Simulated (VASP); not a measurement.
# TaN (P-6m2) in VASP: further runs

TaN is run at these levels: PBEsol; tasks: single point.

All numbers are computed with VASP 6.6.1; they aren't measurements. Logs are shortened: lines on timing, memory, paths and dates and some standing lists are left out, and cuts for length are marked.

### Step 1. The cell of the first run

Symmetry: P-6m2, No. 187, hexagonal system. The conventional cell has a = 2.938 Å, b = 2.938 Å, c = 2.883 Å, α = 90.00°, β = 90.00°, γ = 120.00°. Ta (site symmetry -6m2) has 6 N at 2.23 Å and 2 Ta at 2.88 Å within 2.9 Å. Within 2.9 Å of N (site symmetry -6m2) lie 6 Ta at 2.23 Å and 2 N at 2.88 Å.

### Step 2. Single point, PBEsol

The input, INCAR:

```
SYSTEM = TaN
PREC = Accurate ; ENCUT = 520
EDIFF = 1E-6 ; ISMEAR = 1
SIGMA = 0.1 ; LREAL = .FALSE.
LASPH = .TRUE. ; NELM = 100
ALGO = Normal ; ISIF = 2
LWAVE = .FALSE. ; LCHARG = .FALSE.
GGA = PS ; NBANDS = 15
```

The input, KPOINTS:

```
Automatic mesh
0
G
  9 9 8
  0 0 0
```

The input, POSCAR:

```
TaN
1.0
    2.9380000000      0.0000000000      0.0000000000
   -1.4690000000      2.5443830000      0.0000000000
    0.0000000000      0.0000000000      2.8830000000
Ta N
1 1
Direct
    0.3333333333      0.6666666667      0.5000000000
    0.0000000000      0.0000000000      0.0000000000
```

Potentials or basis: VASP PAW PBE potentials, release 64 (Ta_pv, N).

Command:

```
$ cat potpaw_PBE.64/Ta_pv/POTCAR potpaw_PBE.64/N/POTCAR > POTCAR
$ mpirun -np 1 vasp_std > vasp.out
```

OUTCAR:

```text
SYSTEM = TaN
   PREC = Accurate
   ENCUT = 520
   EDIFF = 1E-6
   ISMEAR = 1
   LREAL = .FALSE.
   LASPH = .TRUE.
   NELM = 100
   ISIF = 2
   GGA = PS

 ion  position               nearest neighbor table
   1  0.333  0.667  0.500-   2 2.23   2 2.23   2 2.23   2 2.23   2 2.23   2 2.23
   2  0.000  0.000  0.000-   1 2.23   1 2.23   1 2.23   1 2.23   1 2.23   1 2.23

  LATTYP: Found a hexagonal cell.
 ALAT       =     2.9380000000
 C/A-ratio  =     0.9812797822

  Lattice vectors:

 A1 = (   2.9380000000,   0.0000000000,   0.0000000000)
 A2 = (  -1.4690000000,   2.5443830000,   0.0000000000)
 A3 = (   0.0000000000,   0.0000000000,   2.8830000000)

Analysis of symmetry for initial positions (statically):
=====================================================================
 Subroutine PRICEL returns:
 Original cell was already a primitive cell.

 Routine SETGRP: Setting up the symmetry group for a
 hexagonal supercell.

 Subroutine GETGRP returns: Found 12 space group operations
 (whereof 12 operations were pure point group operations)
 out of a pool of 24 trial point group operations.

The static configuration has the point symmetry D_3h.

Analysis of symmetry for dynamics (positions and initial velocities):
=====================================================================
 Subroutine PRICEL returns:
 Original cell was already a primitive cell.

 Routine SETGRP: Setting up the symmetry group for a
 hexagonal supercell.

 Subroutine GETGRP returns: Found 12 space group operations
 (whereof 12 operations were pure point group operations)
 out of a pool of 24 trial point group operations.

The dynamic configuration has the point symmetry D_3h.

 Subroutine INISYM returns: Found 12 space group operations
 (whereof 12 operations are pure point group operations),
 and found     1 'primitive' translations

----------------------------------------------------------------------------------------

                                     Primitive cell

  volume of cell :      21.5516

  direct lattice vectors                    reciprocal lattice vectors
     2.938000000  0.000000000  0.000000000     0.340367597  0.196511296  0.000000000
    -1.469000000  2.544383000  0.000000000     0.000000000  0.393022591  0.000000000
     0.000000000  0.000000000  2.883000000     0.000000000  0.000000000  0.346860909

  length of vectors
     2.938000000  2.938000315  2.883000000     0.393022633  0.393022591  0.346860909

  position of ions in fractional coordinates (direct lattice)
     0.333333333  0.666666667  0.500000000
     0.000000000  0.000000000  0.000000000

  ion indices of the primitive-cell ions
   primitive index   ion index
                 1           1
                 2           2

----------------------------------------------------------------------------------------

 KPOINTS: Automatic mesh

Automatic generation of k-mesh.
 Grid dimensions read from file:
 generate k-points for:    9    9    8

 Generating k-lattice:

  Cartesian coordinates                     Fractional coordinates (reciprocal lattice)
     0.037818622  0.021834588  0.000000000     0.111111111  0.000000000  0.000000000
     0.000000000  0.043669177  0.000000000     0.000000000  0.111111111  0.000000000
     0.000000000  0.000000000  0.043357614     0.000000000  0.000000000  0.125000000

  Length of vectors
     0.043669181  0.043669177  0.043357614

  Shift w.r.t. Gamma in fractional coordinates (k-lattice)
     0.000000000  0.000000000  0.000000000

 Subroutine IBZKPT returns following result:
 ===========================================

 Found     60 irreducible k-points:

 Following reciprocal coordinates:
            Coordinates               Weight
  0.000000  0.000000  0.000000      1.000000
  0.111111  0.000000  0.000000      6.000000
  0.222222  0.000000  0.000000      6.000000
  0.333333  0.000000  0.000000      6.000000
  0.444444  0.000000  0.000000      6.000000
  0.111111  0.111111  0.000000      6.000000
[... 16 lines left out ...]
  0.333333  0.222222  0.125000     24.000000
  0.333333  0.333333  0.125000      4.000000
 [... further k-points ...]
   k-points           NKPTS =     60   k-points in BZ     NKDIM =     60   number of bands    NBANDS=     15
   number of dos      NEDOS =    301   number of ions     NIONS =      2
   total plane-waves  NPLWV =  13824
   dimension x,y,z NGX =    24 NGY =   24 NGZ =   24
   dimension x,y,z NGXF=    48 NGYF=   48 NGZF=   48
   ions per type =               1   1
   NGX,Y,Z   is equivalent  to a cutoff of  13.58, 13.58, 13.84 a.u.
   NGXF,Y,Z  is equivalent  to a cutoff of  27.16, 27.16, 27.68 a.u.
 SYSTEM =  TaN
   PREC   = accura    normal or accurate (medium, high low for compatibility)
   ISTART =      0    job   : 0-new  1-cont  2-samecut
   ICHARG =      2    charge: 1-file 2-atom 10-const
   ISPIN  =      1    spin polarized calculation?
   LNONCOLLINEAR =      F non collinear calculations
[... 64 lines left out ...]
      3     -26.4203      2.00000
      4      -9.6444      2.00000
      5       3.5291      2.00000
      6       3.5291      2.00000
      7       3.8669      2.00000
      8       5.1834      2.00000
      9      10.3064      0.00000
     10      11.6898      0.00000
     11      11.6898      0.00000
     12      12.0723      0.00000
     13      12.0723      0.00000
     14      21.0993      0.00000
     15      21.5297      0.00000

 k-point     2 :       0.1111    0.0000    0.0000
  band No.  band energies     occupation
      1     -26.6686      2.00000
      2     -26.5518      2.00000
      3     -26.4484      2.00000
      4      -9.3900      2.00000
      5       2.8201      2.00000
      6       3.7198      2.00000
      7       4.2072      2.00000
      8       4.8287      2.00000
      9      11.0456      0.00000
     10      11.3200      0.00000
     11      11.7340      0.00000
     12      11.9433      0.00000
     13      12.3956      0.00000
     14      21.0711      0.00000
     15      21.5134      0.00000

 k-point     3 :       0.2222    0.0000    0.0000
  band No.  band energies     occupation
      1     -26.8719      2.00000
      2     -26.6260      2.00000
      3     -26.5188      2.00000
      4      -8.7332      2.00000
      5       1.5503      2.00000
      6       4.0695      2.00000
      7       4.1787      2.00000
      8       4.8484      2.00000
      9      10.3225      0.00000
     10      11.6334      0.00000
     11      11.9855      0.00000
     12      12.9584      0.00000
     13      12.9624      0.00000
     14      21.1250      0.00000
     15      21.5050      0.00000

 k-point     4 :       0.3333    0.0000    0.0000
  band No.  band energies     occupation
      1     -27.2164      2.00000
      2     -26.5976      2.00000
      3     -26.5771      2.00000
      4      -7.9471      2.00000
      5       0.4660      2.00000
      6       3.3573      2.00000
      7       4.6399      2.00000
      8       4.9966      2.00000
      9      10.6386      0.00000
     10      11.3060      0.00000
     11      12.5964      0.00000
     12      13.2610      0.00000
     13      14.3568      0.00000
     14      21.3347      0.00000
     15      21.6062      0.00000
[... 307 lines left out ...]
 k-point    22 :       0.2222    0.2222    0.1250
  band No.  band energies     occupation
      1     -27.2105      2.00000
      2     -26.7596      2.00000
      3     -26.6822      2.00000
      4      -7.5243      2.00000
      5       0.7337      2.00000
      6       2.4287      2.00000
      7       3.6224      2.00000
      8       6.5572      2.00000
      9       9.1912     -0.00000
     10      11.2855      0.00000
     11      12.8032      0.00000
     12      14.2313      0.00000
     13      16.7475      0.00000
     14      20.9815      0.00000
     15      21.4995      0.00000

 k-point    23 :       0.3333    0.2222    0.1250
  band No.  band energies     occupation
      1     -27.2848      2.00000
      2     -26.8930      2.00000
      3     -26.6546      2.00000
      4      -7.1566      2.00000
      5       0.5722      2.00000
      6       2.3397      2.00000
      7       2.9936      2.00000
      8       6.9860      2.00000
      9       9.8308     -0.00000
     10      10.9722      0.00000
     11      12.1116      0.00000
     12      14.7369      0.00000
     13      18.9550      0.00000
     14      20.3851      0.00000
     15      21.4887      0.00000

 k-point    24 :       0.3333    0.3333    0.1250
  band No.  band energies     occupation
      1     -27.1767      2.00000
      2     -27.0777      2.00000
      3     -26.6449      2.00000
      4      -7.0210      2.00000
      5       1.0006      2.00000
      6       1.8979      2.00000
      7       2.6170      2.00000
      8       7.6726      2.00000
      9       9.9947     -0.00000
     10      10.5158      0.00000
     11      11.1969      0.00000
     12      15.2219      0.00000
     13      19.7471      0.00000
     14      21.4894      0.00000
     15      21.8756      0.00000

 [... further k-points ...]

------------------------ aborting loop because EDIFF is reached ----------------------------------------

  FORCE on cell =-STRESS in cart. coord.  units (eV):
  Direction    XX          YY          ZZ          XY          YZ          ZX
  --------------------------------------------------------------------------------------
  -------------------------------------------------------------------------------------
  Total       -0.5629271     -0.5629273     -0.5250223      0.0000000     -0.0000000      0.0000000
  in kB      -41.8488775    -41.8488894    -39.0309799      0.0000000     -0.0000000      0.0000000
  external PRESSURE =     -40.9095822 kB  Pullay stress =       0.0000000 kB

 VOLUME and BASIS-vectors are now :
 -----------------------------------------------------------------------------
  energy-cutoff  :      520.00
  volume of cell :       21.55
      direct lattice vectors                 reciprocal lattice vectors
     2.938000000  0.000000000  0.000000000     0.340367597  0.196511296  0.000000000
    -1.469000000  2.544383000  0.000000000     0.000000000  0.393022591  0.000000000
     0.000000000  0.000000000  2.883000000     0.000000000  0.000000000  0.346860909

 POSITION                                       TOTAL-FORCE (eV/Angst)
 -----------------------------------------------------------------------------------
     -0.00000      1.69626      1.44150         0.000000     -0.000000      0.000000
      0.00000      0.00000      0.00000        -0.000000      0.000000      0.000000
 -----------------------------------------------------------------------------------
    total drift:                                0.000000      0.000005     -0.000000

  FREE ENERGIE OF THE ION-ELECTRON SYSTEM (eV)
  ---------------------------------------------------
  free  energy   TOTEN  =       -23.8032830015 eV

  energy  without entropy=      -23.8031715420  energy(sigma->0) =      -23.80324585
```

Wall time 24 s (1 thread of Intel Xeon 8259CL, shared host); peak memory 0.15 GiB.

What came out:

| Property | Result |
| --- | --- |
| Free energy | -23.8033 eV |
| Pressure | -4.1 GPa |
| Band gap on the k mesh | zero (band 8 reaches 8.23 eV, above the bottom of band 9 at 7.99 eV) |

Levels at points of the mesh, in eV from the Fermi level:
| k point | band 5 | band 6 | band 7 | band 8 | band 9 | band 10 | band 11 | band 12 |
| --- | --- | --- | --- | --- | --- | --- | --- | --- |
| (0.00, 0.00, 0.00) | -4.63 | -4.63 | -4.30 | -2.98 | 2.14 | 3.53 | 3.53 | 3.91 |
| (0.00, 0.00, 0.50) | -9.46 | -3.82 | -3.82 | -0.18 | -0.18 | 2.37 | 3.23 | 3.23 |

Caveat: the PAW data sets were made with another functional, which shifts forces and pressure a little; spin-orbit coupling is left out, which moves the levels of the heavy elements.

### Step 3. Single point, PBEsol

This run uses another cell than the first one, of 11.06 Å³/atom, 1.027 times its volume.

The input, INCAR:

```
SYSTEM = TaN
PREC = Accurate
ENCUT = 520
EDIFF = 1E-7
ISMEAR = 1
SIGMA = 0.1
LREAL = .False.
LASPH = .True.
NELM = 100
ALGO = Normal
ISIF = 2
LWAVE = .False.
LCHARG = .True.
GGA = PS
LELF = .True.
LVHAR = .True.
NBANDS = 15
```

The input, KPOINTS:

```
regular mesh
0
Gamma
  9 9 8
  0 0 0
```

The input, POSCAR:

```
TaN
1.0
    2.9638867964      0.0000000000      0.0000000000
   -1.4819433982      2.5668016265      0.0000000000
    0.0000000000      0.0000000000      2.9084021899
Ta N
1 1
Direct
    0.3333333333      0.6666666667      0.5000000000
    0.0000000000      0.0000000000      0.0000000000
```

Potentials or basis: VASP PAW PBE potentials, release 64 (Ta_pv, N).

Command:

```
$ cat potpaw_PBE.64/Ta_pv/POTCAR potpaw_PBE.64/N/POTCAR > POTCAR
$ mpirun -np 1 vasp_std > vasp.out
```

It took 26 s on 1 thread of Intel Xeon 8259CL, shared host; peak memory 0.15 GiB.

The run converged. Its results:

```yaml
Free_energy: -23.7733 eV
Pressure: -12.7 GPa
Band_gap_on_the_k_mesh: zero (band 8 reaches 7.96 eV, above the bottom of band 9 at 7.72 eV)
```

Stress tensor (GPa, compression positive):
```
-12.45   0.00   0.00
  0.00 -12.45   0.00
  0.00   0.00 -13.21
```

Levels at points of the mesh, in eV from the Fermi level:
| k point | band 6 | band 7 | band 8 | band 9 | band 10 | band 11 |
| --- | --- | --- | --- | --- | --- | --- |
| (0.00, 0.00, 0.00) | -4.52 | -4.18 | -2.95 | 1.94 | 3.40 | 3.40 |
| (0.00, 0.00, 0.50) | -3.72 | -3.72 | -0.17 | -0.17 | 2.29 | 3.15 |

Caveat: the PAW data sets were made with another functional, which shifts forces and pressure a little; spin-orbit coupling is left out, which moves the levels of the heavy elements.

### Step 4. Single point, PBEsol

This run uses another cell than the first one, of 11.35 Å³/atom, 1.053 times its volume.

The input, INCAR:

```
PREC = Accurate ; ENCUT = 520
EDIFF = 1E-6 ; ISMEAR = 1
SIGMA = 0.1 ; LREAL = F
LASPH = T ; NELM = 100
ALGO = Normal ; ISIF = 2
LWAVE = F ; LCHARG = F
GGA = PS ; NBANDS = 15
```

The input, KPOINTS:

```
regular mesh
0
Gamma
  9 9 8
```

The input, POSCAR:

```
TaN
1.0
    2.9893291292      0.0000000000      0.0000000000
   -1.4946645646      2.5888353362      0.0000000000
    0.0000000000      0.0000000000      2.9333682367
Ta N
1 1
Direct
    0.3333333333      0.6666666667      0.5000000000
    0.0000000000      0.0000000000      0.0000000000
```

Command:

```
$ cat potpaw_PBE.64/Ta_pv/POTCAR potpaw_PBE.64/N/POTCAR > POTCAR
$ mpirun -np 1 vasp_std > vasp.out
```

Wall time 26 s (1 thread of Intel Xeon 8259CL, shared host); peak memory 0.15 GiB.

The run converged. Its results:

| Quantity | Value |
| --- | --- |
| Free energy | -23.7145 eV |
| Pressure | -20.2 GPa |
| Band gap on the k mesh | zero (band 8 reaches 7.69 eV, above the bottom of band 9 at 7.46 eV) |

Stress tensor (GPa, compression positive):
```
-19.60   0.00   0.00
  0.00 -19.60   0.00
  0.00   0.00 -21.26
```

Levels at points of the mesh, in eV from the Fermi level:
| k point | band 4 | band 5 | band 6 | band 7 | band 8 | band 9 | band 10 | band 11 | band 12 | band 13 |
| --- | --- | --- | --- | --- | --- | --- | --- | --- | --- | --- |
| (0.00, 0.00, 0.00) | -17.41 | -4.41 | -4.41 | -4.06 | -2.91 | 1.75 | 3.29 | 3.29 | 3.62 | 3.62 |
| (0.00, 0.00, 0.50) | -15.00 | -9.13 | -3.64 | -3.64 | -0.17 | -0.17 | 2.21 | 3.07 | 3.07 | 7.61 |

Caveat: the PAW data sets were made with another functional, which shifts forces and pressure a little; spin-orbit coupling is left out, which moves the levels of the heavy elements.

### Step 5. Single point, PBEsol

This run uses another cell than the first one, of 11.64 Å³/atom, 1.080 times its volume.

The input, INCAR:

```
PREC = Accurate
ENCUT = 520
EDIFF = 1E-7
ISMEAR = 1
SIGMA = 0.1
LREAL = False
LASPH = True
NELM = 60
ALGO = Normal
ISIF = 2
LWAVE = False
LCHARG = False
GGA = PS
NBANDS = 15
```

KPOINTS is that of step 4.

The input, POSCAR:

```
TaN
1.0
    3.0143455988      0.0000000000      0.0000000000
   -1.5071727994      2.6105002375      0.0000000000
    0.0000000000      0.0000000000      2.9579163926
Ta N
1 1
Direct
    0.3333333333      0.6666666667      0.5000000000
    0.0000000000      0.0000000000      0.0000000000
```

Command:

```
$ cat potpaw_PBE.64/Ta_pv/POTCAR potpaw_PBE.64/N/POTCAR > POTCAR
$ mpirun -np 1 vasp_std > vasp.out
```

Wall time 29 s (1 thread of Intel Xeon 8259CL, shared host); peak memory 0.15 GiB.

The run converged. Its results:

| Quantity | Value |
| --- | --- |
| Free energy | -23.6308 eV |
| Pressure | -26.6 GPa |
| Band gap on the k mesh | zero (band 8 reaches 7.44 eV, above the bottom of band 9 at 7.22 eV) |

Stress tensor (GPa, compression positive):
```
-25.78   0.00   0.00
  0.00 -25.78   0.00
  0.00   0.00 -28.21
```

Levels at points of the mesh, in eV from the Fermi level:
| k point | band 4 | band 5 | band 6 | band 7 | band 8 | band 9 | band 10 | band 11 | band 12 | band 13 |
| --- | --- | --- | --- | --- | --- | --- | --- | --- | --- | --- |
| (0.00, 0.00, 0.00) | -17.23 | -4.30 | -4.30 | -3.96 | -2.88 | 1.57 | 3.18 | 3.18 | 3.48 | 3.48 |
| (0.00, 0.00, 0.50) | -14.94 | -8.98 | -3.55 | -3.55 | -0.16 | -0.16 | 2.14 | 3.00 | 3.00 | 7.40 |

Caveat: the PAW data sets were made with another functional, which shifts forces and pressure a little; spin-orbit coupling is left out, which moves the levels of the heavy elements.

### Step 6. Summary

| cell | gap on the mesh (eV) | pressure (GPa) |
| --- | --- | --- |
| a = 2.938, b = 2.938, c = 2.883 Å, angles 90.0, 90.0, 120.0°, 2 atoms | none | -4.1 |
| a = 2.964, b = 2.964, c = 2.908 Å, angles 90.0, 90.0, 120.0°, 2 atoms | none | -12.7 |
| a = 2.989, b = 2.989, c = 2.933 Å, angles 90.0, 90.0, 120.0°, 2 atoms | none | -20.2 |
| a = 3.014, b = 3.014, c = 2.958 Å, angles 90.0, 90.0, 120.0°, 2 atoms | none | -26.6 |

Alike in all rows: task single point; level PBEsol; potentials or basis VASP PAW PBE potentials, release 64 (Ta_pv, N); no spin polarisation; k mesh 9 × 9 × 8; cutoff (eV) 520; smearing methfessel-paxton 0.1 eV.

Caveats: the PAW data sets were made with another functional, which shifts forces and pressure a little; spin-orbit coupling is left out, which moves the levels of the heavy elements.

Total energies depend on the potentials used, so only differences within one code and one set of settings carry meaning.
